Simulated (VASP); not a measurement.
Write the native input for VASP 6.6.1 that does the following.

- Task: single point
- Functional: PBE
- Potentials or basis: VASP PAW PBE potentials, release 64 (Co_sv, O)
- Cutoff: 600 eV
- k mesh: 10 × 10 × 10
- Occupations: fermi-dirac, width 0.05 eV
- Spin: collinear spin, ferromagnetic start
- Starting moments: [2.0, 0.0] μB
- Dipole correction: no
- Second run: valence_matched
- Further INCAR settings: ALGO = Normal; EDIFF = 1e-06; NBANDS = 22

The structure of CoO lies in POSCAR:

```
CoO
1.0
    0.0000000000      2.3279122262      2.3279122262
    2.3279122262      0.0000000000      2.3279122262
    2.3279122262      2.3279122262      0.0000000000
Co O
1 1
Direct
    0.0000000000      0.0000000000      0.0000000000
    0.2500000000      0.2500000000      0.2500000000
```

These files were run (other wordings do the same):

INCAR

```
PREC     = Accurate       # precision mode
ENCUT    = 600            # plane-wave cutoff, eV
EDIFF    = 1E-6           # SCF threshold, eV
ISMEAR   = -1             # smearing method
SIGMA    = 0.05           # smearing width, eV
LREAL    = False          # projectors in reciprocal space
LASPH    = True           # aspherical terms in the spheres
NELM     = 200            # most SCF steps
ALGO     = Normal         # electronic algorithm
ISIF     = 2              # what is computed and relaxed
LWAVE    = False          # write WAVECAR
LCHARG   = False          # write CHGCAR
ISPIN    = 2              # spin polarisation
MAGMOM   = 2 0            # initial moments
LORBIT   = 11             # projections on sites
LMAXMIX  = 4              # l up to which the mixer works
GGA      = PE             # functional
NBANDS   = 22             # bands
GGA_COMPAT= False
```

KPOINTS

```
Automatic mesh
0
Gamma
  10 10 10
```

Potentials or basis: VASP PAW PBE potentials, release 64 (Co_sv, O).

Run with:

```sh
$ cat potpaw_PBE.64/Co_sv/POTCAR potpaw_PBE.64/O/POTCAR > POTCAR
$ mpirun -np 1 vasp_std > vasp.out
```

Results of the run:

```yaml
Pressure: -12.4 GPa
Band_gap_on_the_k_mesh: zero (filled and empty bands overlap)
Net_moment: 2.97 μB per cell
Site_moments: Co +2.47; O +0.32 μB
Valence_electrons_inside_the_program's_atomic_spheres: Co 14.88; O 4.95
```

Caveat: a cell with one magnetic atom can't hold antiferromagnetic order, which such compounds often take; semilocal functionals often make such compounds metallic where correlation or magnetic order opens a gap, which also shifts bond lengths.

It took 52 s on 1 thread of Intel(R) Xeon(R) 6975P-C (Granite Rapids) (shared host), peak memory 0.19 GiB.
